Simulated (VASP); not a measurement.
# NaBRu3 (Pm-3m) in VASP: relaxation of the atoms with PBE

Aim: the relaxation of the atoms of NaBRu3 with PBE.

Everything below comes from runs of VASP 6.6.1. Logs are shortened: lines on timing, memory, paths and dates and some standing lists are left out, and cuts for length are marked.

### 1 The cell of the first run

The structure is cubic, space group Pm-3m (No. 221). Conventional cell: a = 4.064 Å, b = 4.064 Å, c = 4.064 Å, α = 90.00°, β = 90.00°, γ = 90.00°. Within 2.7 Å of Ru (site symmetry 4/mmm) lie 2 B at 2.03 Å. Within 3.8 Å of Na (site symmetry m-3m) lie 12 Ru at 2.87 Å and 8 B at 3.52 Å. Within 2.7 Å of B (site symmetry m-3m) lie 6 Ru at 2.03 Å.

### 2 Relaxation of the atoms, PBE

Input file INCAR:

```
PREC = Accurate
ENCUT = 450
EDIFF = 1E-7
ISMEAR = -1
SIGMA = 0.1
LREAL = F
LASPH = T
NELM = 120
ALGO = Normal
ISIF = 2
LWAVE = F
LCHARG = F
GGA = PE
IBRION = 2
NSW = 60
EDIFFG = -0.03
GGA_COMPAT = F
NELMIN = 4
```

Input file KPOINTS:

```
regular mesh
0
Gamma
  8 8 8
```

Input file POSCAR:

```
NaBRu3
1.0
    4.0638320000      0.0000000000      0.0000000000
    0.0000000000      4.0638320000      0.0000000000
    0.0000000000      0.0000000000      4.0638320000
Ru Na B
3 1 1
Direct
    0.0000000000      0.5000000000      0.5000000000
    0.5000000000      0.0000000000      0.5000000000
    0.5000000000      0.5000000000      0.0000000000
    0.0000000000      0.0000000000      0.0000000000
    0.5000000000      0.5000000000      0.5000000000
```

Potentials or basis: VASP PAW PBE potentials, release 64 (Ru_pv, Na_pv, B).

Run with:

```console
$ cat potpaw_PBE.64/Ru_pv/POTCAR potpaw_PBE.64/Na_pv/POTCAR potpaw_PBE.64/B/POTCAR > POTCAR
$ mpirun -np 1 vasp_std > vasp.out
```

OUTCAR:

```text
PREC = Accurate
   ENCUT = 450
   EDIFF = 1E-7
   ISMEAR = -1
   LREAL = F
   LASPH = T
   NELM = 120
   ISIF = 2
   GGA = PE
   IBRION = 2
   NSW = 60
   EDIFFG = -0.03
   NELMIN = 4

 ion  position               nearest neighbor table
   1  0.000  0.500  0.500-   5 2.03   5 2.03   4 2.87   2 2.87   3 2.87   4 2.87   2 2.87   4 2.87
                             4 2.87   2 2.87   3 2.87   3 2.87   3 2.87   2 2.87
   2  0.500  0.000  0.500-   5 2.03   5 2.03   4 2.87   1 2.87   3 2.87   4 2.87   1 2.87   3 2.87
                             3 2.87   3 2.87   1 2.87   4 2.87   4 2.87   1 2.87
   3  0.500  0.500  0.000-   5 2.03   5 2.03   4 2.87   1 2.87   1 2.87   2 2.87   2 2.87   2 2.87
                             4 2.87   2 2.87   1 2.87   4 2.87   1 2.87   4 2.87
   4  0.000  0.000  0.000-   1 2.87   2 2.87   3 2.87   1 2.87   2 2.87   1 2.87   3 2.87   1 2.87
                             2 2.87   3 2.87   2 2.87   3 2.87
   5  0.500  0.500  0.500-   1 2.03   2 2.03   3 2.03   3 2.03   2 2.03   1 2.03

  LATTYP: Found a simple cubic cell.
 ALAT       =     4.0638320000

  Lattice vectors:

 A1 = (   4.0638320000,   0.0000000000,   0.0000000000)
 A2 = (   0.0000000000,   4.0638320000,   0.0000000000)
 A3 = (   0.0000000000,   0.0000000000,   4.0638320000)

Analysis of symmetry for initial positions (statically):
=====================================================================
 Subroutine PRICEL returns:
 Original cell was already a primitive cell.

 Routine SETGRP: Setting up the symmetry group for a
 simple cubic supercell.

 Subroutine GETGRP returns: Found 48 space group operations
 (whereof 48 operations were pure point group operations)
 out of a pool of 48 trial point group operations.

The static configuration has the point symmetry O_h .

Analysis of symmetry for dynamics (positions and initial velocities):
=====================================================================
 Subroutine PRICEL returns:
 Original cell was already a primitive cell.

 Routine SETGRP: Setting up the symmetry group for a
 simple cubic supercell.

 Subroutine GETGRP returns: Found 48 space group operations
 (whereof 48 operations were pure point group operations)
 out of a pool of 48 trial point group operations.

The dynamic configuration has the point symmetry O_h .

 Subroutine INISYM returns: Found 48 space group operations
 (whereof 48 operations are pure point group operations),
 and found     1 'primitive' translations

----------------------------------------------------------------------------------------

                                     Primitive cell

  volume of cell :      67.1131

  direct lattice vectors                    reciprocal lattice vectors
     4.063832000  0.000000000  0.000000000     0.246073164  0.000000000  0.000000000
     0.000000000  4.063832000  0.000000000     0.000000000  0.246073164  0.000000000
     0.000000000  0.000000000  4.063832000     0.000000000  0.000000000  0.246073164

  length of vectors
     4.063832000  4.063832000  4.063832000     0.246073164  0.246073164  0.246073164

  position of ions in fractional coordinates (direct lattice)
     0.000000000  0.500000000  0.500000000
     0.500000000  0.000000000  0.500000000
     0.500000000  0.500000000  0.000000000
     0.000000000  0.000000000  0.000000000
     0.500000000  0.500000000  0.500000000

  ion indices of the primitive-cell ions
   primitive index   ion index
                 1           1
                 2           2
                 3           3
                 4           4
                 5           5

----------------------------------------------------------------------------------------

 KPOINTS: regular mesh

Automatic generation of k-mesh.
 Grid dimensions read from file:
 generate k-points for:    8    8    8

 Generating k-lattice:

  Cartesian coordinates                     Fractional coordinates (reciprocal lattice)
     0.030759146  0.000000000  0.000000000     0.125000000  0.000000000  0.000000000
     0.000000000  0.030759146  0.000000000     0.000000000  0.125000000  0.000000000
     0.000000000  0.000000000  0.030759146     0.000000000  0.000000000  0.125000000

  Length of vectors
     0.030759146  0.030759146  0.030759146

  Shift w.r.t. Gamma in fractional coordinates (k-lattice)
     0.000000000  0.000000000  0.000000000

 Subroutine IBZKPT returns following result:
 ===========================================

 Found     35 irreducible k-points:

 Following reciprocal coordinates:
            Coordinates               Weight
  0.000000  0.000000  0.000000      1.000000
  0.125000  0.000000  0.000000      6.000000
  0.250000  0.000000  0.000000      6.000000
  0.375000  0.000000  0.000000      6.000000
  0.500000  0.000000  0.000000      3.000000
  0.125000  0.125000  0.000000     12.000000
[... 16 lines left out ...]
  0.375000  0.375000  0.125000     24.000000
  0.500000  0.375000  0.125000     24.000000
 [... further k-points ...]
   k-points           NKPTS =     35   k-points in BZ     NKDIM =     35   number of bands    NBANDS=     31
   number of dos      NEDOS =    301   number of ions     NIONS =      5
   total plane-waves  NPLWV =  21952
   dimension x,y,z NGX =    28 NGY =   28 NGZ =   28
   dimension x,y,z NGXF=    56 NGYF=   56 NGZF=   56
   ions per type =               3   1   1
   NGX,Y,Z   is equivalent  to a cutoff of  11.45, 11.45, 11.45 a.u.
   NGXF,Y,Z  is equivalent  to a cutoff of  22.91, 22.91, 22.91 a.u.
 SYSTEM =  unknown system
   PREC   = accura    normal or accurate (medium, high low for compatibility)
   ISTART =      0    job   : 0-new  1-cont  2-samecut
   ICHARG =      2    charge: 1-file 2-atom 10-const
   ISPIN  =      1    spin polarized calculation?
   LNONCOLLINEAR =      F non collinear calculations
   LSORBIT =      F    spin-orbit coupling
   LASPH  =      T    aspherical Exc in radial PAW
   ENCUT  =  450.0 eV  33.07 Ry    5.75 a.u.   7.03  7.03  7.03*2*pi/ulx,y,z
   NELM   =    120;   NELMIN=  4; NELMDL= -5     # of ELM steps
   EDIFF  = 0.1E-06   stopping-criterion for ELM
   LREAL  =      F    real-space projection
   EDIFFG = -.3E-01   stopping-criterion for IOM
   NSW    =     60    number of steps for IOM
   IBRION =      2    ionic relax: 0-MD 1-quasi-New 2-CG
   NFREE  =      1    steps in history (QN), initial steepest desc. (CG)
   ISIF   =      2    stress and relaxation
   ISYM   =      2    0-nonsym 1-usesym 2-fastsym
   POTIM  = 0.5000    time-step for ionic-motion
   TEBEG  =    0.0;   TEEND  =   0.0 temperature during run
   PSTRESS=    0.0 pullay stress
   NELECT =      52.0000    total number of electrons
   NUPDOWN=      -1.0000    fix difference up-down
   EMIN   =  10.00;   EMAX   =-10.00  energy-range for DOS
   EFERMI =   0.00;   METHOD = LEGACY
   ISMEAR =    -1;   SIGMA  =   0.10  broadening in eV -4-tet -1-fermi 0-gaus
   EFERMI_NEDOS =   21; number of points for ismear=-14 and -15
   IALGO  =     38    algorithm
   IMIX   =      4    mixing-type and parameters
     AMIX     =   0.40;   BMIX     =  1.00
     AMIX_MAG =   1.60;   BMIX_MAG =  1.00
  volume/ion in A,a.u.               =      13.42        90.58
  Fermi-wavevector in a.u.,A,eV,Ry     =   1.503627  2.841444 30.761344  2.260895
  Thomas-Fermi vector in A             =   2.614713
   LORBIT       =      0    0 simple, 1 ext, 2 COOP (PROOUT), +10 PAW based schemes
   GGA     = PE    functional components
   LHFCALC =     F    Hartree Fock is set to
   AEXX    =    0.0000 exact exchange contribution
   IVDW    =     0    specifies the selected vdW correction
   LEPSILON=     F    determine dielectric tensor
   LRPA    =     F    only Hartree local field effects (RPA)
 conjugate gradient relaxation of ions
 non-spin polarized calculation
  energy-cutoff  :      450.00
  volume of cell :       67.11
 maximum number of plane-waves:      1472
   NGX = 15   NGY = 15   NGZ = 15

 number of electron      52.0000029 magnetization

 Free energy of the ion-electron system (eV)
  ---------------------------------------------------
  ext. energy  EPLUGINS =         0.00000000
  ---------------------------------------------------
  free energy    TOTEN  =       -33.12191727 eV

  energy without entropy =      -32.90079795  energy(sigma->0) =      -33.01135761

 E-fermi :   8.2072     XC(G=0): -12.3351

 val. band max:        8.1976533456   @ k =   0.3750   0.2500   0.0000
 cond. band min:       8.2303509511   @ k =   0.5000   0.3750   0.0000
 fundamental gap:      0.0326976055
 Fermi energy:         8.2071604332

 k-point     1 :       0.0000    0.0000    0.0000
  band No.  band energies     occupation
      1     -34.3840      2.00000
      2     -34.3840      2.00000
      3     -34.3840      2.00000
      4     -33.9522      2.00000
      5     -33.9522      2.00000
      6     -33.9522      2.00000
[... 23 lines left out ...]
     30       9.8767      0.00000
     31       9.8767      0.00000

 k-point     2 :       0.1250    0.0000    0.0000
  band No.  band energies     occupation
      1     -34.3779      2.00000
      2     -34.3779      2.00000
      3     -34.3725      2.00000
      4     -33.9546      2.00000
      5     -33.9546      2.00000
      6     -33.9528      2.00000
[... 23 lines left out ...]
     30      10.2620      0.00000
     31      10.2620      0.00000

 k-point     3 :       0.2500    0.0000    0.0000
  band No.  band energies     occupation
      1     -34.3625      2.00000
      2     -34.3625      2.00000
      3     -34.3418      2.00000
      4     -33.9631      2.00000
      5     -33.9631      2.00000
      6     -33.9576      2.00000
[... 23 lines left out ...]
     30      10.9718      0.00000
     31      10.9718      0.00000

 k-point     4 :       0.3750    0.0000    0.0000
  band No.  band energies     occupation
      1     -34.3458      2.00000
      2     -34.3458      2.00000
      3     -34.3046      2.00000
      4     -33.9971      2.00000
      5     -33.9758      2.00000
      6     -33.9758      2.00000
[... 23 lines left out ...]
     30      11.5635      0.00000
     31      11.5635      0.00000

 k-point     5 :       0.5000    0.0000    0.0000
  band No.  band energies     occupation
      1     -34.3384      2.00000
      2     -34.3384      2.00000
      3     -34.2861      2.00000
      4     -34.0165      2.00000
      5     -33.9822      2.00000
      6     -33.9822      2.00000
[... 23 lines left out ...]
     30      11.7934      0.00000
     31      11.7934      0.00000
[... 542 lines left out ...]
     30      11.2375      0.00000
     31      12.5535      0.00000

 k-point    22 :       0.5000    0.2500    0.1250
  band No.  band energies     occupation
      1     -34.4660      2.00000
      2     -34.2707      2.00000
      3     -34.1741      2.00000
      4     -34.0969      2.00000
      5     -34.0427      2.00000
      6     -33.9959      2.00000
[... 23 lines left out ...]
     30      11.2733      0.00000
     31      12.9160      0.00000

 k-point    23 :       0.3750    0.3750    0.1250
  band No.  band energies     occupation
      1     -34.4887      2.00000
      2     -34.2594      2.00000
      3     -34.1467      2.00000
      4     -34.1165      2.00000
      5     -34.0313      2.00000
      6     -34.0260      2.00000
[... 23 lines left out ...]
     30      11.1304      0.00000
     31      12.4883      0.00000

 k-point    24 :       0.5000    0.3750    0.1250
  band No.  band energies     occupation
      1     -34.4979      2.00000
      2     -34.2516      2.00000
      3     -34.1288      2.00000
      4     -34.1249      2.00000
      5     -34.0438      2.00000
      6     -34.0274      2.00000
[... 23 lines left out ...]
     30      11.1103      0.00000
     31      12.1098      0.00000

 [... further k-points ...]
[... 5 lines left out ...]
  --------------------------------------------------------------------------------------
  -------------------------------------------------------------------------------------
  Total        4.3007984      4.3007984      4.3007984      0.0000000      0.0000000      0.0000000
  in kB      102.6720956    102.6720956    102.6720956      0.0000000      0.0000000      0.0000000
  external PRESSURE =     102.6720956 kB  Pullay stress =       0.0000000 kB

 VOLUME and BASIS-vectors are now :
 -----------------------------------------------------------------------------
  energy-cutoff  :      450.00
  volume of cell :       67.11
      direct lattice vectors                 reciprocal lattice vectors
     4.063832000  0.000000000  0.000000000     0.246073164  0.000000000  0.000000000
     0.000000000  4.063832000  0.000000000     0.000000000  0.246073164  0.000000000
     0.000000000  0.000000000  4.063832000     0.000000000  0.000000000  0.246073164

 POSITION                                       TOTAL-FORCE (eV/Angst)
 -----------------------------------------------------------------------------------
      0.00000      2.03192      2.03192         0.000000      0.000000      0.000000
      2.03192      0.00000      2.03192         0.000000      0.000000      0.000000
      2.03192      2.03192      0.00000         0.000000      0.000000      0.000000
      0.00000      0.00000      0.00000         0.000000      0.000000      0.000000
      2.03192      2.03192      2.03192         0.000000      0.000000      0.000000
 -----------------------------------------------------------------------------------
    total drift:                                0.000000      0.000000      0.000000

  FREE ENERGIE OF THE ION-ELECTRON SYSTEM (eV)
  ---------------------------------------------------
  free  energy   TOTEN  =       -33.1219172672 eV

  energy  without entropy=      -32.9007979544  energy(sigma->0) =      -33.01135761

 reached required accuracy - stopping structural energy minimisation
```

It took 32 s on 1 thread of AMD EPYC 7R13 (Zen 3), shared host; peak memory 0.16 GiB.

Results:

```yaml
Free_energy: -33.1219 eV
Pressure_after_relaxing: 10.3 GPa
Band_gap_on_the_k_mesh: zero (band 26 reaches 9.58 eV, above the bottom of band 27 at 7.95 eV)
```

Final structure:
```yaml
crystal:
  lattice:
    - [4.06383, 0.00000, 0.00000]
    - [0.00000, 4.06383, 0.00000]
    - [0.00000, 0.00000, 4.06383]
  atoms:
    - { symbol: Ru, position: [0.00000, 0.50000, 0.50000] }
    - { symbol: Ru, position: [0.50000, 0.00000, 0.50000] }
    - { symbol: Ru, position: [0.50000, 0.50000, 0.00000] }
    - { symbol: Na, position: [0.00000, 0.00000, 0.00000] }
    - { symbol: B, position: [0.50000, 0.50000, 0.50000] }
```

Caveat: the relaxation stopped at its first step, so nothing moved.
